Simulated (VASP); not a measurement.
# SiC (P6_3mc) in VASP: notebook

The runs below take SiC through single point, relaxation of cell and atoms, with LDA.

All numbers are computed with VASP 6.6.1; they aren't measurements. Logs are shortened: lines on timing, memory, paths and dates and some standing lists are left out, and cuts for length are marked.

**1. The cell of the first run**

Symmetry: P6_3mc, No. 186, hexagonal system. The conventional cell has a = 3.056 Å, b = 3.056 Å, c = 5.016 Å, α = 90.00°, β = 90.00°, γ = 120.00°. Si (site symmetry 3m) has 4 C at 1.87 to 1.89 Å within 2.5 Å. C (site symmetry 3m) has 4 Si at 1.87 to 1.89 Å within 2.5 Å.

**2. Single point, LDA**

The input, INCAR:

```
SYSTEM = SiC
PREC = Accurate ; ENCUT = 520
EDIFF = 1E-6 ; ISMEAR = -1
SIGMA = 0.05 ; LREAL = .False.
LASPH = .True. ; NELM = 100
ALGO = Normal ; ISIF = 2
LWAVE = .False. ; LCHARG = .False.
NBANDS = 16
```

The input, KPOINTS:

```
Automatic mesh
0
Gamma
  16 16 8
  0 0 0
```

The input, POSCAR:

```
SiC
1.0
    3.0563647925      0.0000000000      0.0000000000
   -1.5281823962      2.6468895535      0.0000000000
    0.0000000000      0.0000000000      5.0159020124
Si C
2 2
Direct
    0.3333333333      0.6666666667      0.0045955262
    0.6666666667      0.3333333333      0.5045955262
    0.3333333333      0.6666666667      0.3804044738
    0.6666666667      0.3333333333      0.8804044738
```

Potentials or basis: VASP PAW LDA potentials, release 64 (Si, C).

The run is started by

```bash
cat potpaw_LDA.64/Si/POTCAR potpaw_LDA.64/C/POTCAR > POTCAR
mpirun -np 1 vasp_std > vasp.out
```

OUTCAR:

```text
SYSTEM = SiC
   PREC = Accurate
   ENCUT = 520
   EDIFF = 1E-6
   ISMEAR = -1
   LREAL = .False.
   LASPH = .True.
   NELM = 100
   ISIF = 2

 ion  position               nearest neighbor table
   1  0.333  0.667  0.005-   4 1.87   4 1.87   4 1.87   3 1.89   2 3.07   2 3.07   2 3.07   2 3.07
                             2 3.07   2 3.07
   2  0.667  0.333  0.505-   3 1.87   3 1.87   3 1.87   4 1.89   1 3.07   1 3.07   1 3.07   1 3.07
                             1 3.07   1 3.07
   3  0.333  0.667  0.380-   2 1.87   2 1.87   2 1.87   1 1.89
   4  0.667  0.333  0.880-   1 1.87   1 1.87   1 1.87   2 1.89

  LATTYP: Found a hexagonal cell.
 ALAT       =     3.0563647925
 C/A-ratio  =     1.6411332917

  Lattice vectors:

 A1 = (   3.0563647925,   0.0000000000,   0.0000000000)
 A2 = (  -1.5281823962,   2.6468895535,   0.0000000000)
 A3 = (   0.0000000000,   0.0000000000,   5.0159020124)

Analysis of symmetry for initial positions (statically):
=====================================================================
 Subroutine PRICEL returns:
 Original cell was already a primitive cell.

 Routine SETGRP: Setting up the symmetry group for a
 hexagonal supercell.

 Subroutine GETGRP returns: Found 12 space group operations
 (whereof  6 operations were pure point group operations)
 out of a pool of 24 trial point group operations.

The static configuration has the point symmetry C_3v.
 The point group associated with its full space group is C_6v.

Analysis of symmetry for dynamics (positions and initial velocities):
=====================================================================
 Subroutine PRICEL returns:
 Original cell was already a primitive cell.

 Routine SETGRP: Setting up the symmetry group for a
 hexagonal supercell.

 Subroutine GETGRP returns: Found 12 space group operations
 (whereof  6 operations were pure point group operations)
 out of a pool of 24 trial point group operations.

The dynamic configuration has the point symmetry C_3v.
 The point group associated with its full space group is C_6v.

 Subroutine INISYM returns: Found 12 space group operations
 (whereof  6 operations are pure point group operations),
 and found     1 'primitive' translations

----------------------------------------------------------------------------------------

                                     Primitive cell

  volume of cell :      40.5779

  direct lattice vectors                    reciprocal lattice vectors
     3.056364793  0.000000000  0.000000000     0.327186075  0.188900968  0.000000000
    -1.528182396  2.646889553  0.000000000     0.000000000  0.377801937  0.000000000
     0.000000000  0.000000000  5.015902012     0.000000000  0.000000000  0.199365936

  length of vectors
     3.056364793  3.056364792  5.015902012     0.377801937  0.377801937  0.199365936

  position of ions in fractional coordinates (direct lattice)
     0.333333333  0.666666667  0.004595526
     0.666666667  0.333333333  0.504595526
     0.333333333  0.666666667  0.380404474
     0.666666667  0.333333333  0.880404474

  ion indices of the primitive-cell ions
   primitive index   ion index
                 1           1
                 2           2
                 3           3
                 4           4

----------------------------------------------------------------------------------------

 KPOINTS: Automatic mesh

Automatic generation of k-mesh.
 Grid dimensions read from file:
 generate k-points for:   16   16    8

 Generating k-lattice:

  Cartesian coordinates                     Fractional coordinates (reciprocal lattice)
     0.020449130  0.011806311  0.000000000     0.062500000  0.000000000  0.000000000
     0.000000000  0.023612621  0.000000000     0.000000000  0.062500000  0.000000000
     0.000000000  0.000000000  0.024920742     0.000000000  0.000000000  0.125000000

  Length of vectors
     0.023612621  0.023612621  0.024920742

  Shift w.r.t. Gamma in fractional coordinates (k-lattice)
     0.000000000  0.000000000  0.000000000

 Subroutine IBZKPT returns following result:
 ===========================================

 Found    150 irreducible k-points:

 Following reciprocal coordinates:
            Coordinates               Weight
  0.000000  0.000000  0.000000      1.000000
  0.062500  0.000000  0.000000      6.000000
  0.125000  0.000000  0.000000      6.000000
  0.187500 -0.000000  0.000000      6.000000
  0.250000  0.000000  0.000000      6.000000
  0.312500  0.000000  0.000000      6.000000
[... 16 lines left out ...]
  0.187500  0.187500  0.000000      6.000000
  0.250000  0.187500  0.000000     12.000000
 [... further k-points ...]
   k-points           NKPTS =    150   k-points in BZ     NKDIM =    150   number of bands    NBANDS=     16
   number of dos      NEDOS =    301   number of ions     NIONS =      4
   total plane-waves  NPLWV =  23040
   dimension x,y,z NGX =    24 NGY =   24 NGZ =   40
   dimension x,y,z NGXF=    48 NGYF=   48 NGZF=   80
   ions per type =               2   2
   NGX,Y,Z   is equivalent  to a cutoff of  13.05, 13.05, 13.26 a.u.
   NGXF,Y,Z  is equivalent  to a cutoff of  26.11, 26.11, 26.52 a.u.
 SYSTEM =  SiC
   PREC   = accura    normal or accurate (medium, high low for compatibility)
   ISTART =      0    job   : 0-new  1-cont  2-samecut
   ICHARG =      2    charge: 1-file 2-atom 10-const
   ISPIN  =      1    spin polarized calculation?
   LNONCOLLINEAR =      F non collinear calculations
   LSORBIT =      F    spin-orbit coupling
   LASPH  =      T    aspherical Exc in radial PAW
   ENCUT  =  520.0 eV  38.22 Ry    6.18 a.u.   5.68  5.68  9.33*2*pi/ulx,y,z
   NELM   =    100;   NELMIN=  2; NELMDL= -5     # of ELM steps
   EDIFF  = 0.1E-05   stopping-criterion for ELM
   LREAL  =      F    real-space projection
   EDIFFG = 0.1E-04   stopping-criterion for IOM
   NSW    =      0    number of steps for IOM
   IBRION =     -1    ionic relax: 0-MD 1-quasi-New 2-CG
   NFREE  =      0    steps in history (QN), initial steepest desc. (CG)
   ISIF   =      2    stress and relaxation
   ISYM   =      2    0-nonsym 1-usesym 2-fastsym
   POTIM  = 0.5000    time-step for ionic-motion
   TEBEG  =    0.0;   TEEND  =   0.0 temperature during run
   PSTRESS=    0.0 pullay stress
   NELECT =      16.0000    total number of electrons
   NUPDOWN=      -1.0000    fix difference up-down
   EMIN   =  10.00;   EMAX   =-10.00  energy-range for DOS
   EFERMI =   0.00;   METHOD = LEGACY
   ISMEAR =    -1;   SIGMA  =   0.05  broadening in eV -4-tet -1-fermi 0-gaus
   EFERMI_NEDOS =   21; number of points for ismear=-14 and -15
   IALGO  =     38    algorithm
   IMIX   =      4    mixing-type and parameters
     AMIX     =   0.40;   BMIX     =  1.00
     AMIX_MAG =   1.60;   BMIX_MAG =  1.00
  volume/ion in A,a.u.               =      10.14        68.46
  Fermi-wavevector in a.u.,A,eV,Ry     =   1.200470  2.268560 19.607755  1.441129
  Thomas-Fermi vector in A             =   2.336306
   LORBIT       =      0    0 simple, 1 ext, 2 COOP (PROOUT), +10 PAW based schemes
   GGA     = CA    functional components
   LHFCALC =     F    Hartree Fock is set to
   AEXX    =    0.0000 exact exchange contribution
   IVDW    =     0    specifies the selected vdW correction
   LEPSILON=     F    determine dielectric tensor
   LRPA    =     F    only Hartree local field effects (RPA)
 non-spin polarized calculation
  energy-cutoff  :      520.00
  volume of cell :       40.58
 maximum number of plane-waves:      1108
 NGX is ok and might be reduce to    24
   NGX = 11   NGY = 11   NGZ = 19

 number of electron      15.9999998 magnetization

 Free energy of the ion-electron system (eV)
  ---------------------------------------------------
  ext. energy  EPLUGINS =         0.00000000
  ---------------------------------------------------
  free energy    TOTEN  =       -33.27594168 eV

  energy without entropy =      -33.27594168  energy(sigma->0) =      -33.27594168

 E-fermi :   9.4148     XC(G=0): -11.6328

 val. band max:        8.4350649478   @ k =   0.0000   0.0000   0.0000
 cond. band min:      10.6140829923   @ k =   0.3125   0.3125   0.0000
 fundamental gap:      2.1790180444
 Fermi energy:         9.4148380784

 k-point     1 :       0.0000    0.0000    0.0000
  band No.  band energies     occupation
      1      -7.1984      2.00000
      2      -3.5084      2.00000
      3      -0.3933      2.00000
      4       7.1098      2.00000
      5       7.1098      2.00000
      6       8.3204      2.00000
[... 8 lines left out ...]
     15      17.4152      0.00000
     16      19.7529      0.00000

 k-point     2 :       0.0625    0.0000    0.0000
  band No.  band energies     occupation
      1      -7.1293      2.00000
      2      -3.4489      2.00000
      3      -0.3291      2.00000
      4       6.7051      2.00000
      5       6.9834      2.00000
      6       8.1687      2.00000
[... 8 lines left out ...]
     15      17.5903      0.00000
     16      19.1509      0.00000

 k-point     3 :       0.1250    0.0000    0.0000
  band No.  band energies     occupation
      1      -6.9228      2.00000
      2      -3.2730      2.00000
      3      -0.1387      2.00000
      4       5.7213      2.00000
      5       6.6672      2.00000
      6       7.4904      2.00000
[... 8 lines left out ...]
     15      18.0267      0.00000
     16      18.2854      0.00000

 k-point     4 :       0.1875   -0.0000    0.0000
  band No.  band energies     occupation
      1      -6.5820      2.00000
      2      -2.9896      2.00000
      3       0.1686      2.00000
      4       4.4984      2.00000
      5       6.2718      2.00000
      6       6.5526      2.00000
[... 8 lines left out ...]
     15      18.0999      0.00000
     16      18.5258      0.00000
[... 324 lines left out ...]
 k-point    22 :       0.4375    0.1250    0.0000
  band No.  band energies     occupation
      1      -3.5874      2.00000
      2      -2.2314      2.00000
      3       0.8379      2.00000
      4       2.2376      2.00000
      5       3.0328      2.00000
      6       4.0613      2.00000
[... 8 lines left out ...]
     15      19.0048      0.00000
     16      20.8537      0.00000

 k-point    23 :       0.1875    0.1875    0.0000
  band No.  band energies     occupation
      1      -5.3953      2.00000
      2      -2.1246      2.00000
      3       1.0644      2.00000
      4       2.6927      2.00000
      5       3.7133      2.00000
      6       5.1540      2.00000
[... 8 lines left out ...]
     15      19.1758      0.00000
     16      19.2620      0.00000

 k-point    24 :       0.2500    0.1875    0.0000
  band No.  band energies     occupation
      1      -4.7740      2.00000
      2      -1.8376      2.00000
      3       1.1644      2.00000
      4       2.4590      2.00000
      5       3.1006      2.00000
      6       4.3737      2.00000
[... 8 lines left out ...]
     15      18.9982      0.00000
     16      19.9247      0.00000

 [... further k-points ...]

------------------------ aborting loop because EDIFF is reached ----------------------------------------

  FORCE on cell =-STRESS in cart. coord.  units (eV):
  Direction    XX          YY          ZZ          XY          YZ          ZX
  --------------------------------------------------------------------------------------
  -------------------------------------------------------------------------------------
  Total        0.0983996      0.0983996      0.1053543      0.0000000      0.0000000      0.0000000
  in kB        3.8852054      3.8852054      4.1598046      0.0000000      0.0000000      0.0000000
  external PRESSURE =       3.9767385 kB  Pullay stress =       0.0000000 kB

 VOLUME and BASIS-vectors are now :
 -----------------------------------------------------------------------------
  energy-cutoff  :      520.00
  volume of cell :       40.58
      direct lattice vectors                 reciprocal lattice vectors
     3.056364793  0.000000000  0.000000000     0.327186075  0.188900968  0.000000000
    -1.528182396  2.646889553  0.000000000     0.000000000  0.377801937  0.000000000
     0.000000000  0.000000000  5.015902012     0.000000000  0.000000000  0.199365936

 POSITION                                       TOTAL-FORCE (eV/Angst)
 -----------------------------------------------------------------------------------
     -0.00000      1.76459      0.02305        -0.000000     -0.000000      0.000515
      1.52818      0.88230      2.53100         0.000000     -0.000000      0.000515
     -0.00000      1.76459      1.90807        -0.000000      0.000000     -0.000515
      1.52818      0.88230      4.41602         0.000000     -0.000000     -0.000515
 -----------------------------------------------------------------------------------
    total drift:                               -0.000000      0.000000     -0.000110

  FREE ENERGIE OF THE ION-ELECTRON SYSTEM (eV)
  ---------------------------------------------------
  free  energy   TOTEN  =       -33.2759416793 eV

  energy  without entropy=      -33.2759416793  energy(sigma->0) =      -33.27594168
```

Wall time 26 s (1 thread of Intel Xeon 6975P-C (Granite Rapids), shared host); peak memory 0.19 GiB.

Results:

```yaml
Free_energy: -33.2759 eV
Pressure: 0.4 GPa
Band_gap_on_the_k_mesh: 2.18 eV, indirect (least direct gap 3.91 eV)
```

Levels at points of the mesh, in eV from the valence-band top:
| k point | band 4 | band 5 | band 6 | band 7 | band 8 | band 9 | band 10 | band 11 | band 12 | band 13 |
| --- | --- | --- | --- | --- | --- | --- | --- | --- | --- | --- |
| (0.00, 0.00, 0.00) | -1.33 | -1.33 | -0.11 | 0.00 | 0.00 | 4.92 | 6.42 | 6.67 | 6.67 | 7.82 |
| (0.50, 0.00, 0.00) | -6.32 | -5.51 | -3.37 | -3.36 | -1.20 | 2.71 | 4.16 | 6.95 | 7.11 | 10.11 |
| (0.00, 0.00, 0.50) | -4.46 | -0.72 | -0.72 | -0.72 | -0.72 | 6.00 | 6.00 | 7.35 | 7.35 | 7.35 |
| (0.50, 0.00, 0.50) | -8.37 | -2.48 | -2.48 | -2.35 | -2.35 | 3.25 | 3.25 | 5.23 | 5.23 | 10.39 |

A k mesh can miss the band edges.

**3. Relaxation of cell and atoms, LDA**

This run uses another cell than the first one, of 10.34 Å³/atom, 1.019 times its volume.

The input, INCAR:

```
PREC     = Accurate       # precision mode
ENCUT    = 600            # plane-wave cutoff, eV
EDIFF    = 1E-6           # SCF threshold, eV
ISMEAR   = -1             # smearing method
SIGMA    = 0.05           # smearing width, eV
LREAL    = F              # projectors in reciprocal space
LASPH    = T              # aspherical terms in the spheres
NELM     = 80             # most SCF steps
ALGO     = Normal         # electronic algorithm
ISIF     = 3              # what is computed and relaxed
LWAVE    = F              # write WAVECAR
LCHARG   = F              # write CHGCAR
GGA      = CA             # functional
IBRION   = 2              # ionic algorithm
NSW      = 100            # ionic steps
EDIFFG   = -0.002         # ionic threshold
```

The input, KPOINTS:

```
Automatic mesh
0
Gamma
  16 16 8
```

The input, POSCAR:

```
SiC
1.0
    3.0760000000      0.0000000000      0.0000000000
   -1.5380000000      2.6638941420      0.0000000000
    0.0000000000      0.0000000000      5.0480000000
Si C
2 2
Direct
    0.3333333333      0.6666666667      0.0000000000
    0.6666666667      0.3333333333      0.5000000000
    0.3333333333      0.6666666667      0.3850000000
    0.6666666667      0.3333333333      0.8850000000
```

Potentials or basis: VASP PAW LDA potentials, release 64 (Si, C).

The run is started by

```bash
cat potpaw_LDA.64/Si/POTCAR potpaw_LDA.64/C/POTCAR > POTCAR
mpirun -np 1 vasp_std > vasp.out
```

Run time: 2 min. Hardware: 1 thread of Intel Xeon 6975P-C (Granite Rapids), shared host; peak memory 0.21 GiB.

Results (log left out):

```
Free energy                            : -33.2812 eV
Relaxed volume                         : 10.16 Å³/atom
Relaxed cell                           : a = 3.057 Å, b = 3.057 Å, c = 5.018 Å, α = 90.00°, β = 90.00°, γ = 120.00°
Space group after relaxing (to 0.05 Å) : P6_3mc (No. 186)
Energy gained by relaxing              : 11.1 meV/atom
Ionic steps                            : 8
Pressure after relaxing                : 0.0 GPa
Band gap on the k mesh                 : 2.18 eV, indirect (least direct gap 3.91 eV)
```

The path:
| step | energy change (eV) | largest force (eV/Å) | pressure (GPa) | volume (Å³) |
| --- | --- | --- | --- | --- |
| 1 | 0.0000 | 0.7346 | -3.74 | 41.36 |
| 2 | -0.0074 | 0.6671 | 4.26 | 39.93 |
| 3 | -0.0419 | 0.0779 | 0.20 | 40.58 |
| 4 | -0.0419 | 0.0626 | 0.29 | 40.57 |
| 5 | -0.0445 | 0.0131 | 0.16 | 40.59 |
| 6 | -0.0446 | 0.0023 | 0.18 | 40.59 |
| 7 | -0.0446 | 0.0019 | -0.15 | 40.65 |
| 8 | -0.0446 | 0.0000 | 0.00 | 40.62 |

Final structure:
```yaml
crystal:
  lattice:
    - [3.05740, 0.00000, 0.00000]
    - [-1.52870, 2.64778, 0.00000]
    - [0.00000, 0.00000, 5.01788]
  atoms:
    - { symbol: Si, position: [0.33333, 0.66667, 0.00460] }
    - { symbol: Si, position: [0.66667, 0.33333, 0.50460] }
    - { symbol: C, position: [0.33333, 0.66667, 0.38040] }
    - { symbol: C, position: [0.66667, 0.33333, 0.88040] }
```

Levels at points of the mesh, in eV from the valence-band top:
```tsv
k point	band 6	band 7	band 8	band 9	band 10	band 11
(0.00, 0.00, 0.00)	-0.12	0.00	0.00	4.92	6.41	6.66
(0.50, 0.00, 0.00)	-3.37	-3.36	-1.20	2.71	4.16	6.95
(0.00, 0.00, 0.50)	-0.72	-0.72	-0.72	5.99	5.99	7.34
(0.50, 0.00, 0.50)	-2.47	-2.35	-2.35	3.25	3.25	5.23
```

A k mesh can miss the band edges. Zero-point motion and thermal expansion aren't in these numbers.
